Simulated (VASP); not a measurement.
Input of a VASP 6.6.1 run:

The input INCAR:

```
PREC = Accurate
ENCUT = 520
EDIFF = 1E-6
ISMEAR = 0
SIGMA = 0.02
LREAL = F
LASPH = T
NELM = 100
ALGO = Normal
ISIF = 2
LWAVE = F
LCHARG = F
GGA = PS
NBANDS = 35
```

Contents of KPOINTS:

```
Automatic mesh
0
Gamma
  12 12 2
```

POSCAR

```
WSe2
1.0
    3.2504977378      0.0000000000      0.0000000000
   -1.6252488689      2.8150136158      0.0000000000
    0.0000000000      0.0000000000     12.7066249680
W Se
2 4
Direct
    0.6666666667      0.3333333333      0.7500000000
    0.3333333333      0.6666666667      0.2500000000
    0.3333333333      0.6666666667      0.8820413613
    0.6666666667      0.3333333333      0.3820413613
    0.3333333333      0.6666666667      0.6179586387
    0.6666666667      0.3333333333      0.1179586387
```

Potentials or basis: VASP PAW PBE potentials, release 64 (W_sv, Se).

Command:

```console
$ cat potpaw_PBE.64/W_sv/POTCAR potpaw_PBE.64/Se/POTCAR > POTCAR
$ mpirun -np 1 vasp_std > vasp.out
```

What does it give for the pressure?

2.5 GPa.

Predict the largest force.

0.063 eV/Å.

Estimate the band gap on the k mesh.

0.83 eV (least direct gap 1.63 eV).

Stress tensor (GPa, compression positive):
```
2.40 0.00 0.00
0.00 2.40 0.00
0.00 0.00 2.56
```

Caveat: the PAW data sets were made with another functional, which shifts forces and pressure a little; spin-orbit coupling is left out, which moves the levels of the heavy elements; this functional lacks dispersion, which binds the layers, so the pressure and a relaxed spacing across them are unreliable. A k mesh can miss the band edges.
